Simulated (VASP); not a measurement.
# CsGe2S2 (Pm) in VASP: notebook

CsGe2S2 is run at these levels: PBE; tasks: single point, relaxation of cell and atoms.

Program: VASP 6.6.1. These are calculated values, not measurements. Logs are shortened: lines on timing, memory, paths and dates and some standing lists are left out, and cuts for length are marked.

### 1 The cell of the first run

It takes space group Pm (No. 6, monoclinic). The conventional cell has a = 4.121 Å, b = 3.596 Å, c = 16.227 Å, α = 90.00°, β = 90.00°, γ = 90.00°. Within 4.4 Å of Cs (site symmetry m) lie 4 Ge at 3.37 to 3.47 Å and 4 S at 3.47 to 3.98 Å and 4 Cs at 3.60 to 4.12 Å. Within 4.6 Å of Cs (site symmetry m) lie 4 S at 3.34 to 3.86 Å and 6 Ge at 3.35 to 4.54 Å and 4 Cs at 3.60 to 4.12 Å. Ge (site symmetry m) has 5 S at 2.41 to 3.11 Å within 3.2 Å. Ge (site symmetry m) has 5 S at 2.41 to 3.11 Å within 3.2 Å. Ge (site symmetry m) has 5 S at 2.41 to 3.11 Å within 3.2 Å. Ge (site symmetry m) has 5 S at 2.41 to 3.11 Å within 3.2 Å. Within 3.2 Å of S (site symmetry m) lie 5 Ge at 2.41 to 3.11 Å. S (site symmetry m) has 5 Ge at 2.41 to 3.11 Å within 3.2 Å.

### 2 Single point, PBE

INCAR

```
SYSTEM = CsGe2S2
PREC     = Accurate       ! precision mode
ENCUT    = 520            ! plane-wave cutoff, eV
EDIFF    = 1E-7           ! SCF threshold, eV
ISMEAR   = 0              ! smearing method
SIGMA    = 0.1            ! smearing width, eV
LREAL    = .FALSE.        ! projectors in reciprocal space
LASPH    = .TRUE.         ! aspherical terms in the spheres
NELM     = 80             ! most SCF steps
ALGO     = Normal         ! electronic algorithm
ISIF     = 2              ! what is computed and relaxed
LWAVE    = .FALSE.        ! write WAVECAR
LCHARG   = .FALSE.        ! write CHGCAR
GGA      = PE             ! functional
NBANDS   = 60             ! bands
```

KPOINTS

```
regular mesh
0
G
  4 6 1
  0 0 0
```

POSCAR

```
CsGe2S2
1.0
    4.1206875000      0.0000000000      0.0000000000
    0.0000000000      3.5957812500      0.0000000000
    0.0000000000      0.0000000000     16.2272226800
Cs Ge S
2 4 4
Direct
    0.1112999900      0.0000000000      0.3259357700
    0.8887000100      0.0000000000      0.8355230800
    0.6112999900      0.0000000000      0.1614588500
    0.1112999900      0.5000000000      0.0000000000
    0.3887000100      0.0000000000      0.6614588500
    0.8887000100      0.5000000000      0.5000000000
    0.4975999900      0.0000000000      0.0159531300
    0.9975999900      0.5000000000      0.1455057300
    0.5024000100      0.0000000000      0.5159531300
    0.0024000100      0.5000000000      0.6455057300
```

Potentials or basis: VASP PAW PBE potentials, release 64 (Cs_sv, Ge_d, S).

On the command line:

```bash
> cat potpaw_PBE.64/Cs_sv/POTCAR potpaw_PBE.64/Ge_d/POTCAR potpaw_PBE.64/S/POTCAR > POTCAR
> mpirun -np 1 vasp_std > vasp.out
```

OUTCAR:

```text
SYSTEM = CsGe2S2
   PREC = Accurate
   ENCUT = 520
   EDIFF = 1E-7
   ISMEAR = 0
   LREAL = .FALSE.
   LASPH = .TRUE.
   NELM = 80
   ISIF = 2
   GGA = PE

 ion  position               nearest neighbor table
   1  0.111  0.000  0.326-
   2  0.889  0.000  0.836-
   3  0.611  0.000  0.161-   7 2.41   8 2.42   8 2.42
   4  0.111  0.500  0.000-   8 2.41   7 2.42   7 2.42
   5  0.389  0.000  0.661-   9 2.41  10 2.42  10 2.42
   6  0.889  0.500  0.500-  10 2.41   9 2.42   9 2.42
   7  0.498  0.000  0.016-   3 2.41   4 2.42   4 2.42
   8  0.998  0.500  0.146-   4 2.41   3 2.42   3 2.42
   9  0.502  0.000  0.516-   5 2.41   6 2.42   6 2.42
  10  0.002  0.500  0.646-   6 2.41   5 2.42   5 2.42

  LATTYP: Found a simple orthorhombic cell.
 ALAT       =     3.5957812500
 B/A-ratio  =     1.1459783601
 C/A-ratio  =     4.5128503521

  Lattice vectors:

 A1 = (   0.0000000000,  -3.5957812500,   0.0000000000)
 A2 = (   4.1206875000,   0.0000000000,   0.0000000000)
 A3 = (   0.0000000000,   0.0000000000,  16.2272226800)

Analysis of symmetry for initial positions (statically):
=====================================================================
 Subroutine PRICEL returns:
 Original cell was already a primitive cell.

 Routine SETGRP: Setting up the symmetry group for a
 simple orthorhombic supercell.

 Subroutine GETGRP returns: Found  2 space group operations
 (whereof  2 operations were pure point group operations)
 out of a pool of  8 trial point group operations.

The static configuration has the point symmetry C_1h.

Analysis of symmetry for dynamics (positions and initial velocities):
=====================================================================
 Subroutine PRICEL returns:
 Original cell was already a primitive cell.

 Routine SETGRP: Setting up the symmetry group for a
 simple orthorhombic supercell.

 Subroutine GETGRP returns: Found  2 space group operations
 (whereof  2 operations were pure point group operations)
 out of a pool of  8 trial point group operations.

The dynamic configuration has the point symmetry C_1h.

 Subroutine INISYM returns: Found  2 space group operations
 (whereof  2 operations are pure point group operations),
 and found     1 'primitive' translations

----------------------------------------------------------------------------------------

                                     Primitive cell

  volume of cell :     240.4402

  direct lattice vectors                    reciprocal lattice vectors
     4.120687500  0.000000000  0.000000000     0.242677951  0.000000000  0.000000000
     0.000000000  3.595781250  0.000000000     0.000000000  0.278103681  0.000000000
     0.000000000  0.000000000 16.227222680     0.000000000  0.000000000  0.061624840

  length of vectors
     4.120687500  3.595781250 16.227222680     0.242677951  0.278103681  0.061624840

  position of ions in fractional coordinates (direct lattice)
     0.111299990  0.000000000  0.325935770
     0.888700010  0.000000000  0.835523080
     0.611299990  0.000000000  0.161458850
     0.111299990  0.500000000  0.000000000
     0.388700010  0.000000000  0.661458850
     0.888700010  0.500000000  0.500000000
     0.497599990  0.000000000  0.015953130
     0.997599990  0.500000000  0.145505730
     0.502400010  0.000000000  0.515953130
     0.002400010  0.500000000  0.645505730

  ion indices of the primitive-cell ions
   primitive index   ion index
                 1           1
                 2           2
                 3           3
                 4           4
                 5           5
                 6           6
                 7           7
                 8           8
                 9           9
                10          10

----------------------------------------------------------------------------------------

 KPOINTS: regular mesh

Automatic generation of k-mesh.
 Grid dimensions read from file:
 generate k-points for:    4    6    1

 Generating k-lattice:

  Cartesian coordinates                     Fractional coordinates (reciprocal lattice)
     0.060669488  0.000000000  0.000000000     0.250000000  0.000000000  0.000000000
     0.000000000  0.046350613  0.000000000     0.000000000  0.166666667  0.000000000
     0.000000000  0.000000000  0.061624840     0.000000000  0.000000000  1.000000000

  Length of vectors
     0.060669488  0.046350613  0.061624840

  Shift w.r.t. Gamma in fractional coordinates (k-lattice)
     0.000000000  0.000000000  0.000000000

 Subroutine IBZKPT returns following result:
 ===========================================

 Found     12 irreducible k-points:

 Following reciprocal coordinates:
            Coordinates               Weight
  0.000000  0.000000  0.000000      1.000000
  0.250000  0.000000  0.000000      2.000000
  0.500000  0.000000  0.000000      1.000000
  0.000000  0.166667  0.000000      2.000000
  0.250000  0.166667  0.000000      4.000000
  0.500000  0.166667  0.000000      2.000000
  0.000000  0.333333  0.000000      2.000000
  0.250000  0.333333  0.000000      4.000000
  0.500000  0.333333  0.000000      2.000000
  0.000000  0.500000  0.000000      1.000000
  0.250000  0.500000  0.000000      2.000000
  0.500000  0.500000  0.000000      1.000000
   k-points           NKPTS =     12   k-points in BZ     NKDIM =     12   number of bands    NBANDS=     60
   number of dos      NEDOS =    301   number of ions     NIONS =     10
   total plane-waves  NPLWV = 112896
   dimension x,y,z NGX =    32 NGY =   28 NGZ =  126
   dimension x,y,z NGXF=    64 NGYF=   56 NGZF=  252
   ions per type =               2   4   4
   NGX,Y,Z   is equivalent  to a cutoff of  12.91, 12.95, 12.91 a.u.
   NGXF,Y,Z  is equivalent  to a cutoff of  25.82, 25.89, 25.82 a.u.
 SYSTEM =  CsGe2S2
   PREC   = accura    normal or accurate (medium, high low for compatibility)
   ISTART =      0    job   : 0-new  1-cont  2-samecut
   ICHARG =      2    charge: 1-file 2-atom 10-const
   ISPIN  =      1    spin polarized calculation?
   LNONCOLLINEAR =      F non collinear calculations
   LSORBIT =      F    spin-orbit coupling
   LASPH  =      T    aspherical Exc in radial PAW
   ENCUT  =  520.0 eV  38.22 Ry    6.18 a.u.   7.66  6.69 30.17*2*pi/ulx,y,z
   NELM   =     80;   NELMIN=  2; NELMDL= -5     # of ELM steps
   EDIFF  = 0.1E-06   stopping-criterion for ELM
   LREAL  =      F    real-space projection
   EDIFFG = 0.1E-05   stopping-criterion for IOM
   NSW    =      0    number of steps for IOM
   IBRION =     -1    ionic relax: 0-MD 1-quasi-New 2-CG
   NFREE  =      0    steps in history (QN), initial steepest desc. (CG)
   ISIF   =      2    stress and relaxation
   ISYM   =      2    0-nonsym 1-usesym 2-fastsym
   POTIM  = 0.5000    time-step for ionic-motion
   TEBEG  =    0.0;   TEEND  =   0.0 temperature during run
   PSTRESS=    0.0 pullay stress
   NELECT =      98.0000    total number of electrons
   NUPDOWN=      -1.0000    fix difference up-down
   EMIN   =  10.00;   EMAX   =-10.00  energy-range for DOS
   EFERMI =   0.00;   METHOD = LEGACY
   ISMEAR =     0;   SIGMA  =   0.10  broadening in eV -4-tet -1-fermi 0-gaus
   EFERMI_NEDOS =   21; number of points for ismear=-14 and -15
   IALGO  =     38    algorithm
   IMIX   =      4    mixing-type and parameters
     AMIX     =   0.40;   BMIX     =  1.00
     AMIX_MAG =   1.60;   BMIX_MAG =  1.00
  volume/ion in A,a.u.               =      24.04       162.26
  Fermi-wavevector in a.u.,A,eV,Ry     =   1.213802  2.293753 20.045668  1.473315
  Thomas-Fermi vector in A             =   2.349242
   LORBIT       =      0    0 simple, 1 ext, 2 COOP (PROOUT), +10 PAW based schemes
   GGA     = PE    functional components
   LHFCALC =     F    Hartree Fock is set to
   AEXX    =    0.0000 exact exchange contribution
   IVDW    =     0    specifies the selected vdW correction
   LEPSILON=     F    determine dielectric tensor
   LRPA    =     F    only Hartree local field effects (RPA)
 non-spin polarized calculation
 Gauss-broadening in eV      SIGMA  =   0.10
  energy-cutoff  :      520.00
  volume of cell :      240.44
 maximum number of plane-waves:      6511
 NGX is ok and might be reduce to    32
   NGX = 15   NGY = 13   NGZ = 61

 number of electron      98.0000015 magnetization

 Free energy of the ion-electron system (eV)
  ---------------------------------------------------
  ext. energy  EPLUGINS =         0.00000000
  ---------------------------------------------------
  free energy    TOTEN  =       -37.98563030 eV

  energy without entropy =      -37.95192797  energy(sigma->0) =      -37.96877914

 E-fermi :   6.0291     XC(G=0):  -9.7274

 val. band max:        6.0113255589   @ k =   0.0000   0.5000   0.0000
 cond. band min:       6.0603596792   @ k =   0.2500   0.5000   0.0000
 fundamental gap:      0.0490341202
 Fermi energy:         6.0290857886

 k-point     1 :       0.0000    0.0000    0.0000
  band No.  band energies     occupation
      1     -19.7673      2.00000
      2     -19.7661      2.00000
      3     -19.7331      2.00000
      4     -19.7321      2.00000
      5     -19.7308      2.00000
      6     -19.7068      2.00000
[... 52 lines left out ...]
     59       9.0256      0.00000
     60       9.1724      0.00000

 k-point     2 :       0.2500    0.0000    0.0000
  band No.  band energies     occupation
      1     -19.7682      2.00000
      2     -19.7652      2.00000
      3     -19.7330      2.00000
      4     -19.7315      2.00000
      5     -19.7300      2.00000
      6     -19.7083      2.00000
[... 52 lines left out ...]
     59       8.4245      0.00000
     60       8.7363      0.00000

 k-point     3 :       0.5000    0.0000    0.0000
  band No.  band energies     occupation
      1     -19.7691      2.00000
      2     -19.7644      2.00000
      3     -19.7339      2.00000
      4     -19.7299      2.00000
      5     -19.7291      2.00000
      6     -19.7096      2.00000
[... 556 lines left out ...]
     59       8.9050      0.00000
     60       9.3545      0.00000

 k-point    12 :       0.5000    0.5000    0.0000
  band No.  band energies     occupation
      1     -19.7832      2.00000
      2     -19.7509      2.00000
      3     -19.7479      2.00000
      4     -19.7323      2.00000
      5     -19.7197      2.00000
      6     -19.7161      2.00000
[... 52 lines left out ...]
     59       9.8205      0.00000
     60      10.0844      0.00000

------------------------ aborting loop because EDIFF is reached ----------------------------------------

  FORCE on cell =-STRESS in cart. coord.  units (eV):
  Direction    XX          YY          ZZ          XY          YZ          ZX
  --------------------------------------------------------------------------------------
  -------------------------------------------------------------------------------------
  Total       11.6026886      9.0529704     11.5231790      0.0000000      0.0000000     -0.0079474
  in kB       77.3147007     60.3246125     76.7848873      0.0000000      0.0000000     -0.0529577
  external PRESSURE =      71.4747335 kB  Pullay stress =       0.0000000 kB

 VOLUME and BASIS-vectors are now :
 -----------------------------------------------------------------------------
  energy-cutoff  :      520.00
  volume of cell :      240.44
      direct lattice vectors                 reciprocal lattice vectors
     4.120687500  0.000000000  0.000000000     0.242677951  0.000000000  0.000000000
     0.000000000  3.595781250  0.000000000     0.000000000  0.278103681  0.000000000
     0.000000000  0.000000000 16.227222680     0.000000000  0.000000000  0.061624840

 POSITION                                       TOTAL-FORCE (eV/Angst)
 -----------------------------------------------------------------------------------
      0.45863      0.00000      5.28903         0.227048      0.000000      0.331328
      3.66206      0.00000     13.55822        -0.249355      0.000000     -0.321511
      2.51898      0.00000      2.62003        -0.561543      0.000000      0.045434
      0.45863      1.79789      0.00000        -0.036626      0.000000     -0.055140
      1.60171      0.00000     10.73364         0.486874      0.000000      0.233471
      3.66206      1.79789      8.11361         0.112107      0.000000     -0.245294
      2.05045      0.00000      0.25887         0.358118      0.000000     -0.379168
      4.11080      1.79789      2.36115         0.373066      0.000000      0.391169
      2.07023      0.00000      8.37249        -0.361655      0.000000     -0.467167
      0.00989      1.79789     10.47477        -0.348034      0.000000      0.466879
 -----------------------------------------------------------------------------------
    total drift:                                0.000004      0.000000     -0.000755

  FREE ENERGIE OF THE ION-ELECTRON SYSTEM (eV)
  ---------------------------------------------------
  free  energy   TOTEN  =       -37.9856303035 eV

  energy  without entropy=      -37.9519279732  energy(sigma->0) =      -37.96877914
```

It took 2.4 min on 1 thread of AMD EPYC 9R45 (Zen 5), shared host; peak memory 0.37 GiB.

What came out:

```
Free energy            : -37.9856 eV
Pressure               : 7.1 GPa
Largest force          : 0.591 eV/Å
Band gap on the k mesh : zero (bands 49 and 50 overlap by 0.44 eV)
```

Forces on the atoms (eV/Å):
```
Cs   0.227  0.000  0.331
Cs  -0.249  0.000 -0.322
Ge  -0.562  0.000  0.045
Ge  -0.037  0.000 -0.055
Ge   0.487  0.000  0.233
Ge   0.112  0.000 -0.245
S    0.358  0.000 -0.379
S    0.373  0.000  0.391
S   -0.362  0.000 -0.467
S   -0.348  0.000  0.467
```

Stress tensor (GPa, compression positive):
```
 7.73  0.00 -0.01
 0.00  6.03  0.00
-0.01  0.00  7.68
```

Caveat: the k points lie up to 0.39 Å⁻¹ apart; spin-orbit coupling is left out, which moves the levels of the heavy elements.

### 3 Relaxation of cell and atoms, PBE

INCAR

```
SYSTEM = CsGe2S2
  PREC = Accurate
  ENCUT = 600
  EDIFF = 1E-6
  ISMEAR = 0
  SIGMA = 0.1
  LREAL = .FALSE.
  LASPH = .TRUE.
  NELM = 80
  ALGO = Normal
  ISIF = 3
  LWAVE = .FALSE.
  LCHARG = .FALSE.
  GGA = PE
  IBRION = 2
  NSW = 90
  EDIFFG = -0.04
```

KPOINTS is that of step 2.

POSCAR is that of step 2.

Potentials or basis: VASP PAW PBE potentials, release 64 (Cs_sv, Ge_d, S).

On the command line:

```bash
> cat potpaw_PBE.64/Cs_sv/POTCAR potpaw_PBE.64/Ge_d/POTCAR potpaw_PBE.64/S/POTCAR > POTCAR
> mpirun -np 1 vasp_std > vasp.out
```

Wall time 62 min (1 thread of AMD EPYC 9R45 (Zen 5), shared host); peak memory 0.5 GiB.

The run converged. Its results:

```
Free energy                           : -39.2307 eV
Relaxed volume                        : 30.33 Å³/atom
Relaxed cell                          : a = 5.242 Å, b = 3.576 Å, c = 16.182 Å, α = 90.00°, β = 90.01°, γ = 90.00°
Space group after relaxing (to 0.1 Å) : Pmc2_1 (No. 26)
Energy gained by relaxing             : 124.4 meV/atom
Ionic steps                           : 39
Pressure after relaxing               : 0.0 GPa
Largest force after relaxing          : 0.037 eV/Å
Band gap on the k mesh                : zero (bands 49 and 50 overlap by 1.03 eV)
```

Forces on the atoms (eV/Å):
```
Cs   0.033  0.000  0.018
Cs  -0.024  0.000  0.006
Ge  -0.024  0.000  0.014
Ge   0.014  0.000 -0.010
Ge   0.035  0.000 -0.003
Ge  -0.021  0.000  0.000
S    0.016  0.000 -0.008
S    0.008  0.000 -0.005
S   -0.026  0.000 -0.005
S   -0.011  0.000 -0.007
```

Step by step:
| step | energy change (eV) | largest force (eV/Å) | pressure (GPa) | volume (Å³) |
| --- | --- | --- | --- | --- |
| 1 | 0.0000 | 0.5903 | 7.17 | 240.44 |
| 2 | -0.7305 | 0.8595 | -0.67 | 279.87 |
| 3 | -0.7437 | 0.7619 | 0.10 | 274.49 |
| 4 | -0.8450 | 0.5756 | 0.10 | 277.68 |
| 5 | -1.0177 | 0.1560 | 0.12 | 287.30 |
| 6 | -1.0335 | 0.2390 | 0.27 | 291.15 |
| 7 | -1.0694 | 0.1347 | -0.44 | 296.63 |
| 8 | -1.0728 | 0.1529 | -0.65 | 298.88 |
| 9 | -1.1004 | 0.1446 | -0.42 | 296.65 |
| 10 | -1.1115 | 0.2138 | -0.14 | 294.52 |
| 11 | -1.1120 | 0.2343 | -0.06 | 293.92 |
| 12 | -1.1264 | 0.1886 | 0.09 | 292.69 |
| 13 | -1.1435 | 0.1996 | 0.56 | 289.16 |
| 14 | -1.1526 | 0.1623 | 0.49 | 290.05 |
| 15 | -1.1715 | 0.1482 | 0.14 | 292.73 |
| 16 | -1.1765 | 0.3211 | -0.46 | 298.10 |
| 17 | -1.1795 | 0.2211 | -0.32 | 296.16 |
| 18 | -1.1905 | 0.1944 | -0.19 | 296.03 |
| 19 | -1.2025 | 0.1739 | 0.13 | 295.67 |
| 20 | -1.2146 | 0.0993 | 0.13 | 296.78 |
| 21 | -1.2231 | 0.2073 | 0.08 | 298.75 |
| 22 | -1.2288 | 0.1228 | 0.02 | 300.50 |
| 23 | -1.2302 | 0.0808 | -0.04 | 302.04 |
| 24 | -1.2324 | 0.0781 | 0.02 | 302.02 |
| 25 | -1.2326 | 0.0942 | 0.07 | 302.01 |
| 26 | -1.2343 | 0.0424 | -0.07 | 302.96 |
| 27 | -1.2344 | 0.0449 | -0.08 | 303.14 |
| 28 | -1.2358 | 0.0440 | -0.01 | 302.57 |
| 29 | -1.2372 | 0.0641 | 0.10 | 301.31 |
| 30 | -1.2382 | 0.0596 | 0.06 | 301.51 |
| 31 | -1.2394 | 0.0632 | -0.01 | 301.87 |
| 32 | -1.2393 | 0.0938 | -0.15 | 302.61 |
| 33 | -1.2397 | 0.0687 | -0.01 | 302.20 |
| 34 | -1.2412 | 0.0458 | -0.03 | 302.35 |
| 35 | -1.2422 | 0.0985 | 0.05 | 302.64 |
| 36 | -1.2433 | 0.0614 | -0.03 | 303.49 |
| 37 | -1.2434 | 0.0419 | -0.09 | 304.11 |
| 38 | -1.2434 | 0.0456 | -0.07 | 303.88 |
| 39 | -1.2442 | 0.0373 | -0.02 | 303.33 |

Final structure:
```xyz
10
Lattice="5.2417 0.0000 -0.0003 0.0000 3.5761 0.0000 -0.0013 0.0000 16.1817" Properties=species:S:1:pos:R:3 pbc="T T T"
Cs    0.9359    0.0000    5.3060
Cs    4.2990    0.0000   13.4039
Ge    3.4237    0.0000    2.6486
Ge    1.0396    1.7881   16.1590
Ge    1.8103    0.0000   10.7462
Ge    4.2068    1.7881    8.0638
S     2.6294    0.0000    0.2531
S     5.0581    1.7881    2.3861
S     2.6202    0.0000    8.3446
S     0.1795    1.7881   10.4777
```

Levels at points of the mesh, in eV from the Fermi level:
| k point | band 47 | band 48 | band 49 | band 50 | band 51 | band 52 |
| --- | --- | --- | --- | --- | --- | --- |
| (0.00, 0.00, 0.00) | -2.16 | -1.97 | -1.08 | -0.08 | 0.62 | 0.96 |
| (0.50, 0.00, 0.00) | -2.45 | -2.40 | 0.16 | 0.30 | 0.53 | 0.70 |
| (0.00, 0.50, 0.00) | -3.03 | -2.97 | -0.47 | -0.33 | -0.05 | 0.29 |
| (0.50, 0.50, 0.00) | -2.79 | -2.67 | -0.31 | 0.51 | 0.76 | 1.03 |

Caveat: the k points lie up to 0.39 Å⁻¹ apart in the final cell, too coarse for converged energies and pressures of a metal; the volume moved by over 15 % at a fixed basis, so the end points are rough; spin-orbit coupling is left out, which moves the levels of the heavy elements.

The gap in the log of VASP goes by the Fermi energy; the results here count the filled bands.